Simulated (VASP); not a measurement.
LiH, 2 atoms in the cell. Symmetry: F-43m, No. 216, cubic system. The conventional cell has a = 4.290 Å, b = 4.290 Å, c = 4.290 Å, α = 90.00°, β = 90.00°, γ = 90.00°. Li (site symmetry -43m) has 4 H at 1.86 Å within 2.5 Å. H (site symmetry -43m) has 4 Li at 1.86 Å within 2.5 Å. 

- Program: VASP 6.6.1
- Task: single point
- Functional: r2SCAN
- Potentials or basis: VASP PAW PBE potentials, release 64 (Li_sv, H)
- Cutoff: 520 eV
- k mesh: 10 × 10 × 10
- Occupations: gaussian, width 0.01 eV
- Spin: no spin polarisation
- Dipole correction: no
- Further INCAR settings: ALGO = Normal; EDIFF = 1e-06; NBANDS = 9

Potentials or basis: VASP PAW PBE potentials, release 64 (Li_sv, H).

The run is started by

```bash
$ cat potpaw_PBE.64/Li_sv/POTCAR potpaw_PBE.64/H/POTCAR > POTCAR
$ cp INCAR.step1 INCAR
$ mpirun -np 1 vasp_std > vasp.out
$ cp INCAR.step2 INCAR
$ mpirun -np 1 vasp_std > vasp.out
```

Hardware: 1 thread of Intel Xeon 8259CL, on a shared host.

How long does it take, and how much memory?

Wall time 70 s on 1 thread of Intel Xeon 8259CL, on a shared host, peak memory 0.14 GiB. Counts: k points 47.
